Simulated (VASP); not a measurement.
# SnO (Pmn2_1) in VASP: a series of runs

Runs on SnO. Level: PBEsol. Tasks: relaxation of cell and atoms.

Everything below comes from runs of VASP 6.6.1. Logs are shortened: lines on timing, memory, paths and dates and some standing lists are left out, and cuts for length are marked.

## 1. The cell of the first run

Symmetry: Pmn2_1, No. 31, orthorhombic system. The conventional cell has a = 3.355 Å, b = 5.674 Å, c = 4.222 Å, α = 90.00°, β = 90.00°, γ = 90.00°. Sn (site symmetry m) has 3 O at 2.15 to 2.16 Å within 2.8 Å. Within 2.8 Å of O (site symmetry m) lie 3 Sn at 2.15 to 2.16 Å.

## 2. Relaxation of cell and atoms, PBEsol, target pressure 4 GPa, at which the enthalpy is minimised

Contents of INCAR:

```
  PREC = Accurate
  ENCUT = 600
  EDIFF = 1E-7
  ISMEAR = 0
  SIGMA = 0.01
  LREAL = F
  LASPH = T
  NELM = 120
  ALGO = Normal
  ISIF = 3
  LWAVE = F
  LCHARG = F
  GGA = PS
  IBRION = 2
  NSW = 80
  EDIFFG = -0.03
  PSTRESS = 40.0
  GGA_COMPAT = F
  NELMIN = 4
```

Contents of KPOINTS:

```
regular mesh
0
Gamma
  6 4 6
```

Contents of POSCAR:

```
SnO
1.0
    3.3550050000      0.0000000000      0.0000000000
    0.0000000000      5.6741040000      0.0000000000
    0.0000000000      0.0000000000      4.2219700000
Sn O
2 2
Direct
    0.0000000000      0.2319090000      0.5131440000
    0.5000000000      0.7680910000      0.0131440000
    0.0000000000      0.8912500000      0.7368570000
    0.5000000000      0.1087500000      0.2368570000
```

Potentials or basis: VASP PAW PBE potentials, release 64 (Sn_d, O).

The run is started by

```bash
$ cat potpaw_PBE.64/Sn_d/POTCAR potpaw_PBE.64/O/POTCAR > POTCAR
$ mpirun -np 1 vasp_std > vasp.out
```

OUTCAR:

```text
PREC = Accurate
   ENCUT = 600
   EDIFF = 1E-7
   ISMEAR = 0
   LREAL = F
   LASPH = T
   NELM = 120
   ISIF = 3
   GGA = PS
   IBRION = 2
   NSW = 80
   EDIFFG = -0.03
   PSTRESS = 40.0
   NELMIN = 4

 ion  position               nearest neighbor table
   1  0.000  0.232  0.513-   3 2.15   4 2.16   4 2.16
   2  0.500  0.768  0.013-   4 2.15   3 2.16   3 2.16
   3  0.000  0.891  0.737-   1 2.15   2 2.16   2 2.16
   4  0.500  0.109  0.237-   2 2.15   1 2.16   1 2.16

  LATTYP: Found a simple orthorhombic cell.
 ALAT       =     3.3550050000
 B/A-ratio  =     1.2584094510
 C/A-ratio  =     1.6912356315

  Lattice vectors:

 A1 = (  -3.3550050000,   0.0000000000,   0.0000000000)
 A2 = (   0.0000000000,   0.0000000000,   4.2219700000)
 A3 = (   0.0000000000,   5.6741040000,   0.0000000000)

Analysis of symmetry for initial positions (statically):
=====================================================================
 Subroutine PRICEL returns:
 Original cell was already a primitive cell.

 Routine SETGRP: Setting up the symmetry group for a
 simple orthorhombic supercell.

 Subroutine GETGRP returns: Found  4 space group operations
 (whereof  2 operations were pure point group operations)
 out of a pool of  8 trial point group operations.

The static configuration has the point symmetry C_1h.
 The point group associated with its full space group is C_2v.

Analysis of symmetry for dynamics (positions and initial velocities):
=====================================================================
 Subroutine PRICEL returns:
 Original cell was already a primitive cell.

 Routine SETGRP: Setting up the symmetry group for a
 simple orthorhombic supercell.

 Subroutine GETGRP returns: Found  4 space group operations
 (whereof  2 operations were pure point group operations)
 out of a pool of  8 trial point group operations.

The dynamic configuration has the point symmetry C_1h.
 The point group associated with its full space group is C_2v.

 Subroutine INISYM returns: Found  4 space group operations
 (whereof  2 operations are pure point group operations),
 and found     1 'primitive' translations

----------------------------------------------------------------------------------------

                                     Primitive cell

  volume of cell :      80.3722

  direct lattice vectors                    reciprocal lattice vectors
     3.355005000  0.000000000  0.000000000     0.298062149  0.000000000  0.000000000
     0.000000000  5.674104000  0.000000000     0.000000000  0.176239279  0.000000000
     0.000000000  0.000000000  4.221970000     0.000000000  0.000000000  0.236856254

  length of vectors
     3.355005000  5.674104000  4.221970000     0.298062149  0.176239279  0.236856254
[... 81 lines left out ...]
   LSORBIT =      F    spin-orbit coupling
   LASPH  =      T    aspherical Exc in radial PAW
   ENCUT  =  600.0 eV  44.10 Ry    6.64 a.u.   6.70 11.33  8.43*2*pi/ulx,y,z
   NELM   =    120;   NELMIN=  4; NELMDL= -5     # of ELM steps
   EDIFF  = 0.1E-06   stopping-criterion for ELM
   LREAL  =      F    real-space projection
   EDIFFG = -.3E-01   stopping-criterion for IOM
   NSW    =     80    number of steps for IOM
   IBRION =      2    ionic relax: 0-MD 1-quasi-New 2-CG
   NFREE  =      1    steps in history (QN), initial steepest desc. (CG)
   ISIF   =      3    stress and relaxation
   ISYM   =      2    0-nonsym 1-usesym 2-fastsym
   POTIM  = 0.5000    time-step for ionic-motion
   TEBEG  =    0.0;   TEEND  =   0.0 temperature during run
   PSTRESS=   40.0 pullay stress
   NELECT =      40.0000    total number of electrons
   NUPDOWN=      -1.0000    fix difference up-down
   EMIN   =  10.00;   EMAX   =-10.00  energy-range for DOS
   EFERMI =   0.00;   METHOD = LEGACY
   ISMEAR =     0;   SIGMA  =   0.01  broadening in eV -4-tet -1-fermi 0-gaus
   EFERMI_NEDOS =   21; number of points for ismear=-14 and -15
   IALGO  =     38    algorithm
   IMIX   =      4    mixing-type and parameters
     AMIX     =   0.40;   BMIX     =  1.00
     AMIX_MAG =   1.60;   BMIX_MAG =  1.00
  volume/ion in A,a.u.               =      20.09       135.59
  Fermi-wavevector in a.u.,A,eV,Ry     =   1.297357  2.451650 22.900458  1.683136
  Thomas-Fermi vector in A             =   2.428755
   LORBIT       =      0    0 simple, 1 ext, 2 COOP (PROOUT), +10 PAW based schemes
   GGA     = PS    functional components
   LHFCALC =     F    Hartree Fock is set to
   AEXX    =    0.0000 exact exchange contribution
   IVDW    =     0    specifies the selected vdW correction
   LEPSILON=     F    determine dielectric tensor
   LRPA    =     F    only Hartree local field effects (RPA)
 conjugate gradient relaxation of ions
 non-spin polarized calculation
 Gauss-broadening in eV      SIGMA  =   0.01
  energy-cutoff  :      600.00
  volume of cell :       80.37
 maximum number of plane-waves:      2719
 NGX is ok and might be reduce to    28
   NGX = 13   NGY = 23   NGZ = 17

--------------------------------------- Ionic step        1  -------------------------------------------

 number of electron      40.0000004 magnetization

 Free energy of the ion-electron system (eV)
  ---------------------------------------------------
  ext. energy  EPLUGINS =         0.00000000
  ---------------------------------------------------
  free energy    TOTEN  =       -23.80101690 eV

  energy without entropy =      -23.80101690  energy(sigma->0) =      -23.80101690

 E-fermi :   4.7533     XC(G=0):  -9.7646

 val. band max:        4.7063204471   @ k =   0.0000   0.0000   0.0000
 cond. band min:       6.2849321692   @ k =   0.3333   0.5000   0.0000
 fundamental gap:      1.5786117221
 Fermi energy:         4.7533398448

 k-point     1 :       0.0000    0.0000    0.0000
  band No.  band energies     occupation
      1     -16.4175      2.00000
      2     -16.0907      2.00000
      3     -16.0068      2.00000
      4     -15.9804      2.00000
      5     -15.9529      2.00000
      6     -15.9217      2.00000
[... 754 lines left out ...]
  energy  without entropy=      -23.7963682597  energy(sigma->0) =      -23.79636826

  enthalpy is  TOTEN    =       -21.9228318217 eV   P V=        1.8735364380

[... ionic steps 4 to 18 ...]

--------------------------------------- Ionic step       19  -------------------------------------------

 number of electron      39.9999998 magnetization

------------------------ aborting loop because EDIFF is reached ----------------------------------------
[... 75 lines left out ...]
--------------------------------------- Ionic step       21  -------------------------------------------

 number of electron      40.0000000 magnetization

 Free energy of the ion-electron system (eV)
  ---------------------------------------------------
  ext. energy  EPLUGINS =         0.00000000
  ---------------------------------------------------
  free energy    TOTEN  =       -23.76074403 eV

  energy without entropy =      -23.76074403  energy(sigma->0) =      -23.76074403

 E-fermi :   7.4490     XC(G=0): -11.0468

 val. band max:        7.3952681543   @ k =   0.0000   0.0000   0.0000
 cond. band min:       8.3370869872   @ k =   0.3333   0.5000   0.0000
 fundamental gap:      0.9418188328
 Fermi energy:         7.4490149798

 k-point     1 :       0.0000    0.0000    0.0000
  band No.  band energies     occupation
      1     -13.9908      2.00000
      2     -13.6617      2.00000
      3     -13.6294      2.00000
      4     -13.5027      2.00000
      5     -13.4999      2.00000
      6     -13.4734      2.00000
[... 674 lines left out ...]
  energy  without entropy=      -23.7607440308  energy(sigma->0) =      -23.76074403

  enthalpy is  TOTEN    =       -22.1596160024 eV   P V=        1.6011280283

 reached required accuracy - stopping structural energy minimisation
```

OSZICAR:

```text
N       E                     dE             d eps       ncg     rms          rms(c)
DAV:   1     0.435941140286E+03    0.43594E+03   -0.22757E+04  2344   0.265E+03
DAV:   2     0.390244526214E+02   -0.39692E+03   -0.39016E+03  2472   0.610E+02
DAV:   3    -0.246475493225E+02   -0.63672E+02   -0.62800E+02  2872   0.208E+02
[... 233 lines left out ...]
DAV:   2    -0.237614625713E+02    0.10791E-02   -0.48456E-03  2976   0.114E+00    0.159E-01
DAV:   3    -0.237607321701E+02    0.73040E-03   -0.96763E-04  3608   0.604E-01    0.241E-02
DAV:   4    -0.237607456845E+02   -0.13514E-04   -0.28857E-04  2672   0.153E-01    0.107E-02
DAV:   5    -0.237607439761E+02    0.17084E-05   -0.18806E-05  2880   0.707E-02    0.354E-03
DAV:   6    -0.237607439723E+02    0.37826E-08   -0.20902E-06  3280   0.236E-02    0.164E-03
DAV:   7    -0.237607440308E+02   -0.58427E-07   -0.29708E-07  1920   0.672E-03
  21 F= -.22159616E+02 E0= -.22159616E+02  d E =-.346202E-03
```

It took 39 min on 1 thread of Oxide Virtual Turin-like, shared host; peak memory 0.26 GiB.

Results:

| Item | Value |
| --- | --- |
| Free energy | -23.7607 eV |
| Relaxed volume | 16.03 Å³/atom |
| Relaxed cell | a = 3.275 Å, b = 5.547 Å, c = 3.531 Å, α = 90.00°, β = 90.00°, γ = 90.00° |
| Space group after relaxing (to 0.1 Å) | Pmn2_1 (No. 31) |
| Energy change on relaxing (the run minimises the enthalpy) | +10.1 meV/atom |
| Ionic steps | 21 |
| Pressure after relaxing | 3.9 GPa |
| Largest force after relaxing | 0.023 eV/Å |
| Band gap on the k mesh | 0.94 eV (least direct gap 1.51 eV) |

Forces in eV/Å, atoms in the order of the input:
```
Sn   0.000 -0.023 -0.006
Sn   0.000  0.023 -0.006
O    0.000  0.002  0.006
O    0.000 -0.002  0.006
```

Stress tensor (GPa, compression positive):
```
4.09 0.00 0.00
0.00 3.85 0.00
0.00 0.00 3.77
```

The path:
| step | energy change (eV) | largest force (eV/Å) | pressure (GPa) | volume (Å³) |
| --- | --- | --- | --- | --- |
| 1 | 0.0000 | 0.3519 | -2.93 | 80.37 |
| 2 | 0.2194 | 2.0945 | 10.87 | 70.68 |
| 3 | 0.0046 | 0.8351 | 3.41 | 75.04 |
| 4 | -0.0055 | 0.5931 | 3.53 | 72.95 |
| 5 | 0.0641 | 0.4495 | 4.23 | 67.92 |
| 6 | 0.0443 | 0.3911 | 4.09 | 68.65 |
| 7 | 0.0317 | 0.2922 | 3.46 | 67.86 |
| 8 | 0.0460 | 0.3832 | 2.65 | 66.44 |
| 9 | 0.1061 | 0.3231 | 6.75 | 64.07 |
| 10 | 0.0667 | 0.1769 | 4.57 | 65.28 |
| 11 | 0.0555 | 0.1564 | 4.39 | 65.27 |
| 12 | 0.0326 | 0.1679 | 3.98 | 65.20 |
| 13 | 0.0544 | 0.5383 | 3.84 | 64.94 |
| 14 | 0.0297 | 0.2827 | 3.96 | 65.14 |
| 15 | 0.0224 | 0.0610 | 3.00 | 65.05 |
| 16 | 0.0225 | 0.0643 | 2.98 | 65.05 |
| 17 | 0.0627 | 0.2247 | 5.51 | 63.44 |
| 18 | 0.0392 | 0.0907 | 4.21 | 64.24 |
| 19 | 0.0439 | 0.0477 | 4.02 | 64.01 |
| 20 | 0.0419 | 0.0076 | 4.06 | 64.08 |
| 21 | 0.0403 | 0.0234 | 3.90 | 64.13 |

Final structure:
```
Sn O
1.0
     3.27490    0.00000    0.00000
     0.00000    5.54671    0.00000
     0.00000    0.00000    3.53055
Sn O
2 2
Direct
  0.00000 0.24735 0.55203
  0.50000 0.75265 0.05203
  0.00000 0.87336 0.69797
  0.50000 0.12664 0.19797
```

Levels at points of the mesh, in eV from the valence-band top:
```
           k point  band 16  band 17  band 18  band 19  band 20  band 21  band 22  band 23  band 24
(0.00, 0.00, 0.00)    -4.48    -4.25    -2.89    -2.60     0.00     3.20     4.14     6.71     7.21
(0.50, 0.00, 0.00)    -4.70    -3.11    -3.11    -1.38    -1.38     2.32     2.32     6.03     6.03
(0.00, 0.50, 0.00)    -4.41    -3.93    -2.95    -2.38    -1.91     3.10     5.03     5.61     6.29
(0.50, 0.50, 0.00)    -4.11    -3.03    -3.03    -1.58    -1.58     2.06     2.06     6.27     6.27
(0.00, 0.00, 0.50)    -4.45    -3.39    -3.39    -1.39    -1.39     2.29     2.29     5.99     5.99
(0.50, 0.00, 0.50)    -4.64    -4.19    -4.19    -1.85    -1.85     1.87     1.87     4.79     4.79
(0.00, 0.50, 0.50)    -3.44    -3.38    -3.38    -1.77    -1.77     2.04     2.04     6.03     6.03
(0.50, 0.50, 0.50)    -4.90    -4.55    -4.55    -0.75    -0.75     2.01     2.01     4.21     4.21
```

Caveat: the cell is relaxed towards a set pressure, so the run minimises the enthalpy, not the energy; the volume moved by over 15 % at a fixed basis, so the end points are rough; the PAW data sets were made with another functional, which shifts forces and pressure a little; spin-orbit coupling is left out, which moves the levels of the heavy elements. A k mesh can miss the band edges.

(Part 1 of 2 ends here.)
